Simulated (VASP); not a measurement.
# Zn2Sb2Br in VASP: single point with r2SCAN

Aim: the single point of Zn2Sb2Br with r2SCAN.

All numbers are computed with VASP 6.6.1; they aren't measurements. Logs are shortened: lines on timing, memory, paths and dates and some standing lists are left out, and cuts for length are marked.

## (1) The cell of the first run

The typed cell holds 5 atoms: a = 4.468 Å, b = 4.468 Å, c = 7.661 Å, α = 90.00°, β = 90.00°, γ = 60.00°.

## (2) Single point, r2SCAN

POSCAR

```
Zn2Sb2Br
1.0
    2.2340220000      3.8694350000      0.0000000000
   -2.2340220000      3.8694350000      0.0000000000
    0.0000000000      0.0000000000      7.6612050000
Zn Br Sb
2 1 2
Direct
    0.3333000000      0.3334000000      0.6311000000
    0.6667000000      0.6666000000      0.3689000000
    0.0000000000      0.0000000000      0.0000000000
    0.3333000000      0.3334000000      0.2688000000
    0.6667000000      0.6666000000      0.7312000000
```

INCAR.step1

```
  PREC = Accurate
  ENCUT = 550
  ISMEAR = -1
  SIGMA = 0.0212
  LREAL = F
  LASPH = T
  NELM = 120
  NBANDS = 28
  GGA = PE
  ALGO = Normal
  EDIFF = 1E-5
  LWAVE = T
  LCHARG = F
  GGA_COMPAT = F
```

INCAR.step2

```
  PREC = Accurate
  ENCUT = 550
  EDIFF = 1E-6
  ISMEAR = -1
  SIGMA = 0.0212
  LREAL = F
  LASPH = T
  NELM = 120
  ALGO = Normal
  ISIF = 2
  LWAVE = F
  LCHARG = F
  METAGGA = R2SCAN
  LMIXTAU = T
  NBANDS = 28
  ISTART = 1
  GGA_COMPAT = F
```

KPOINTS

```
regular mesh
0
Gamma
  9 9 5
```

Potentials or basis: VASP PAW PBE potentials, release 64 (Zn, Br, Sb).

On the command line:

```console
cat potpaw_PBE.64/Zn/POTCAR potpaw_PBE.64/Br/POTCAR potpaw_PBE.64/Sb/POTCAR > POTCAR
cp INCAR.step1 INCAR
mpirun -np 1 vasp_std > vasp.out
cp INCAR.step2 INCAR
mpirun -np 1 vasp_std > vasp.out
```

OUTCAR:

```text
PREC = Accurate
   ENCUT = 550
   EDIFF = 1E-6
   ISMEAR = -1
   LREAL = F
   LASPH = T
   NELM = 120
   ISIF = 2
   METAGGA = R2SCAN
   ISTART = 1

 ion  position               nearest neighbor table
   1  0.333  0.333  0.631-   5 2.69   5 2.69   5 2.69   4 2.78
   2  0.667  0.667  0.369-   4 2.69   4 2.69   4 2.69   5 2.78
   3  0.000  0.000  0.000-
   4  0.333  0.333  0.269-   2 2.69   2 2.69   2 2.69   1 2.78
   5  0.667  0.667  0.731-   1 2.69   1 2.69   1 2.69   2 2.78

  LATTYP: Found a hexagonal cell.
 ALAT       =     4.4680400083
 C/A-ratio  =     1.7146679497

  Lattice vectors:

 A1 = (   2.2340220000,  -3.8694350000,   0.0000000000)
 A2 = (   2.2340220000,   3.8694350000,   0.0000000000)
 A3 = (   0.0000000000,   0.0000000000,   7.6612050000)

Analysis of symmetry for initial positions (statically):
=====================================================================
 Subroutine PRICEL returns:
 Original cell was already a primitive cell.

 Routine SETGRP: Setting up the symmetry group for a
 hexagonal supercell.

 Subroutine GETGRP returns: Found  4 space group operations
 (whereof  4 operations were pure point group operations)
 out of a pool of 24 trial point group operations.

The static configuration has the point symmetry C_2h.

Analysis of symmetry for dynamics (positions and initial velocities):
=====================================================================
 Subroutine PRICEL returns:
 Original cell was already a primitive cell.

 Routine SETGRP: Setting up the symmetry group for a
 hexagonal supercell.

 Subroutine GETGRP returns: Found  4 space group operations
 (whereof  4 operations were pure point group operations)
 out of a pool of 24 trial point group operations.

The dynamic configuration has the point symmetry C_2h.

 Subroutine INISYM returns: Found  4 space group operations
 (whereof  4 operations are pure point group operations),
 and found     1 'primitive' translations

----------------------------------------------------------------------------------------

                                     Primitive cell

  volume of cell :     132.4531

  direct lattice vectors                    reciprocal lattice vectors
     2.234022000  3.869435000  0.000000000     0.223811583  0.129217832  0.000000000
    -2.234022000  3.869435000  0.000000000    -0.223811583  0.129217832  0.000000000
     0.000000000  0.000000000  7.661205000     0.000000000  0.000000000  0.130527769

  length of vectors
     4.468040008  4.468040008  7.661205000     0.258435432  0.258435432  0.130527769

  position of ions in fractional coordinates (direct lattice)
     0.333300000  0.333400000  0.631100000
     0.666700000  0.666600000  0.368900000
     0.000000000  0.000000000  0.000000000
     0.333300000  0.333400000  0.268800000
     0.666700000  0.666600000  0.731200000

  ion indices of the primitive-cell ions
   primitive index   ion index
                 1           1
                 2           2
                 3           3
                 4           4
                 5           5

----------------------------------------------------------------------------------------

 KPOINTS: regular mesh

Automatic generation of k-mesh.
 Grid dimensions read from file:
 generate k-points for:    9    9    5

 Generating k-lattice:

  Cartesian coordinates                     Fractional coordinates (reciprocal lattice)
     0.024867954  0.014357537  0.000000000     0.111111111  0.000000000  0.000000000
    -0.024867954  0.014357537  0.000000000     0.000000000  0.111111111  0.000000000
     0.000000000  0.000000000  0.026105554     0.000000000  0.000000000  0.200000000

  Length of vectors
     0.028715048  0.028715048  0.026105554

  Shift w.r.t. Gamma in fractional coordinates (k-lattice)
     0.000000000  0.000000000  0.000000000

 Subroutine IBZKPT returns following result:
 ===========================================

 Found    115 irreducible k-points:

 Following reciprocal coordinates:
            Coordinates               Weight
  0.000000  0.000000  0.000000      1.000000
  0.111111  0.000000  0.000000      4.000000
  0.000000  0.111111  0.000000      2.000000
  0.222222  0.000000  0.000000      4.000000
  0.000000  0.222222  0.000000      2.000000
  0.333333 -0.000000  0.000000      4.000000
[... 16 lines left out ...]
  0.333333 -0.444444  0.000000      4.000000
 -0.222222  0.333333  0.000000      4.000000
 [... further k-points ...]
   k-points           NKPTS =    115   k-points in BZ     NKDIM =    115   number of bands    NBANDS=     28
   number of dos      NEDOS =    301   number of ions     NIONS =      5
   total plane-waves  NPLWV =  77760
   dimension x,y,z NGX =    36 NGY =   36 NGZ =   60
   dimension x,y,z NGXF=    72 NGYF=   72 NGZF=  120
   ions per type =               2   1   2
   NGX,Y,Z   is equivalent  to a cutoff of  13.39, 13.39, 13.02 a.u.
   NGXF,Y,Z  is equivalent  to a cutoff of  26.79, 26.79, 26.04 a.u.
 SYSTEM =  unknown system
   PREC   = accura    normal or accurate (medium, high low for compatibility)
   ISTART =      1    job   : 0-new  1-cont  2-samecut
   ICHARG =      0    charge: 1-file 2-atom 10-const
   ISPIN  =      1    spin polarized calculation?
   LNONCOLLINEAR =      F non collinear calculations
   LSORBIT =      F    spin-orbit coupling
   LASPH  =      T    aspherical Exc in radial PAW
   ENCUT  =  550.0 eV  40.42 Ry    6.36 a.u.   8.54  8.54 14.65*2*pi/ulx,y,z
   NELM   =    120;   NELMIN=  2; NELMDL=  0     # of ELM steps
   EDIFF  = 0.1E-05   stopping-criterion for ELM
   LREAL  =      F    real-space projection
[... 7 lines left out ...]
   TEBEG  =    0.0;   TEEND  =   0.0 temperature during run
   PSTRESS=    0.0 pullay stress
   NELECT =      41.0000    total number of electrons
   NUPDOWN=      -1.0000    fix difference up-down
   EMIN   =  10.00;   EMAX   =-10.00  energy-range for DOS
   EFERMI =   0.00;   METHOD = LEGACY
   ISMEAR =    -1;   SIGMA  =   0.02  broadening in eV -4-tet -1-fermi 0-gaus
   EFERMI_NEDOS =   21; number of points for ismear=-14 and -15
   IALGO  =     38    algorithm
   IMIX   =      4    mixing-type and parameters
     AMIX     =   0.40;   BMIX     =  1.00
     AMIX_MAG =   1.60;   BMIX_MAG =  1.00
  volume/ion in A,a.u.               =      26.49       178.77
  Fermi-wavevector in a.u.,A,eV,Ry     =   1.107428  2.092735 16.686135  1.226396
  Thomas-Fermi vector in A             =   2.243942
   LORBIT       =      0    0 simple, 1 ext, 2 COOP (PROOUT), +10 PAW based schemes
   METAGGA = R2SCAN    functional components
   LHFCALC =     F    Hartree Fock is set to
   AEXX    =    0.0000 exact exchange contribution
   IVDW    =     0    specifies the selected vdW correction
   LEPSILON=     F    determine dielectric tensor
   LRPA    =     F    only Hartree local field effects (RPA)
 non-spin polarized calculation
  energy-cutoff  :      550.00
  volume of cell :      132.45
 maximum number of plane-waves:      3912
 NGX is ok and might be reduce to    36
   NGX = 17   NGY = 17   NGZ = 29

 number of electron      40.9999982 magnetization

 Free energy of the ion-electron system (eV)
  ---------------------------------------------------
  ext. energy  EPLUGINS =         0.00000000
  ---------------------------------------------------
  free energy    TOTEN  =       -81.88002133 eV

  energy without entropy =      -81.87541552  energy(sigma->0) =      -81.87771842

 E-fermi :   3.5042     XC(G=0):  -9.8778

 val. band max:        3.5007781495   @ k =   0.4444  -0.2222   0.2000
 cond. band min:       3.5181199176   @ k =   0.1111   0.2222   0.0000
 fundamental gap:      0.0173417681
 Fermi energy:         3.5041723042

 k-point     1 :       0.0000    0.0000    0.0000
  band No.  band energies     occupation
      1     -12.1714      2.00000
      2      -7.1293      2.00000
      3      -6.4804      2.00000
      4      -3.9685      2.00000
      5      -3.9684      2.00000
      6      -3.9182      2.00000
[... 20 lines left out ...]
     27       8.2800      0.00000
     28       8.2818      0.00000

 k-point     2 :       0.1111    0.0000    0.0000
  band No.  band energies     occupation
      1     -12.1493      2.00000
      2      -7.0657      2.00000
      3      -6.4178      2.00000
      4      -3.9655      2.00000
      5      -3.9583      2.00000
      6      -3.9168      2.00000
[... 20 lines left out ...]
     27       8.4752      0.00000
     28       8.7591      0.00000

 k-point     3 :       0.0000    0.1111    0.0000
  band No.  band energies     occupation
      1     -12.1493      2.00000
      2      -7.0657      2.00000
      3      -6.4178      2.00000
      4      -3.9654      2.00000
      5      -3.9584      2.00000
      6      -3.9167      2.00000
[... 20 lines left out ...]
     27       8.4751      0.00000
     28       8.7606      0.00000

 k-point     4 :       0.2222    0.0000    0.0000
  band No.  band energies     occupation
      1     -12.0925      2.00000
      2      -6.8907      2.00000
      3      -6.2558      2.00000
      4      -3.9522      2.00000
      5      -3.9304      2.00000
      6      -3.9048      2.00000
[... 20 lines left out ...]
     27       9.1184      0.00000
     28       9.4761      0.00000

 k-point     5 :       0.0000    0.2222    0.0000
  band No.  band energies     occupation
      1     -12.0925      2.00000
      2      -6.8909      2.00000
      3      -6.2559      2.00000
      4      -3.9521      2.00000
      5      -3.9305      2.00000
      6      -3.9047      2.00000
[... 20 lines left out ...]
     27       9.1190      0.00000
     28       9.4764      0.00000

 k-point     6 :       0.3333   -0.0000    0.0000
  band No.  band energies     occupation
      1     -12.0262      2.00000
      2      -6.6595      2.00000
      3      -6.0704      2.00000
      4      -3.9249      2.00000
      5      -3.8925      2.00000
      6      -3.8791      2.00000
[... 463 lines left out ...]
      5      -3.8904      2.00000
      6      -3.8699      2.00000
[... 20 lines left out ...]
     27       9.3241      0.00000
     28       9.9835      0.00000

 k-point    22 :      -0.4444    0.2222    0.0000
  band No.  band energies     occupation
      1     -11.9630      2.00000
      2      -6.3177      2.00000
      3      -6.0073      2.00000
      4      -3.8739      2.00000
      5      -3.8673      2.00000
      6      -3.8554      2.00000
[... 20 lines left out ...]
     27       9.7359      0.00000
     28      10.1887      0.00000

 k-point    23 :       0.3333   -0.4444    0.0000
  band No.  band energies     occupation
      1     -11.9630      2.00000
      2      -6.3180      2.00000
      3      -6.0072      2.00000
      4      -3.8740      2.00000
      5      -3.8672      2.00000
      6      -3.8556      2.00000
[... 20 lines left out ...]
     27       9.7350      0.00000
     28      10.1884      0.00000

 k-point    24 :      -0.2222    0.3333    0.0000
  band No.  band energies     occupation
      1     -11.9630      2.00000
      2      -6.3183      2.00000
      3      -6.0071      2.00000
      4      -3.8740      2.00000
      5      -3.8672      2.00000
      6      -3.8556      2.00000
[... 20 lines left out ...]
     27       9.7353      0.00000
     28      10.1886      0.00000

 [... further k-points ...]
[... 5 lines left out ...]
  --------------------------------------------------------------------------------------
  -------------------------------------------------------------------------------------
  Total       -1.3509312     -1.3456709      2.3223420      0.0045528      0.0022525     -0.0039015
  in kB      -16.3411164    -16.2774867     28.0914843      0.0550712      0.0272467     -0.0471933
  external PRESSURE =      -1.5090396 kB  Pullay stress =       0.0000000 kB

 VOLUME and BASIS-vectors are now :
 -----------------------------------------------------------------------------
  energy-cutoff  :      550.00
  volume of cell :      132.45
      direct lattice vectors                 reciprocal lattice vectors
     2.234022000  3.869435000  0.000000000     0.223811583  0.129217832  0.000000000
    -2.234022000  3.869435000  0.000000000    -0.223811583  0.129217832  0.000000000
     0.000000000  0.000000000  7.661205000     0.000000000  0.000000000  0.130527769

 POSITION                                       TOTAL-FORCE (eV/Angst)
 -----------------------------------------------------------------------------------
     -0.00022      2.57975      4.83499         0.001587     -0.000916      0.053992
      0.00022      5.15912      2.82622        -0.001587      0.000916     -0.053992
      0.00000      0.00000      0.00000         0.000000      0.000000      0.000000
     -0.00022      2.57975      2.05933         0.001398     -0.000807      0.329569
      0.00022      5.15912      5.60187        -0.001398      0.000807     -0.329569
 -----------------------------------------------------------------------------------
    total drift:                                0.000000      0.000000      0.000000

  FREE ENERGIE OF THE ION-ELECTRON SYSTEM (eV)
  ---------------------------------------------------
  free  energy   TOTEN  =       -81.8800213280 eV

  energy  without entropy=      -81.8754155201  energy(sigma->0) =      -81.87771842
```

It took 9.3 min on 1 thread of Intel Xeon 6975P-C (Granite Rapids), shared host; peak memory 0.63 GiB.

Results:

```yaml
Free_energy: -81.8800 eV
Pressure: -0.2 GPa
Largest_force: 0.330 eV/Å
Band_gap_on_the_k_mesh: zero (an odd number of electrons rules out a gap without spin polarisation)
```

Forces on the atoms (eV/Å):
```
Zn   0.002 -0.001  0.054
Zn  -0.002  0.001 -0.054
Br   0.000  0.000  0.000
Sb   0.001 -0.001  0.330
Sb  -0.001  0.001 -0.330
```

Stress tensor (GPa, compression positive):
```
-1.63  0.01  0.00
 0.01 -1.63  0.00
 0.00  0.00  2.81
```

Caveat: the PAW data sets were made with another functional, which shifts forces and pressure a little; spin-orbit coupling is left out, which moves the levels of the heavy elements; an odd number of electrons without spin polarisation forces a metal; a magnetic or distorted state may lie lower.
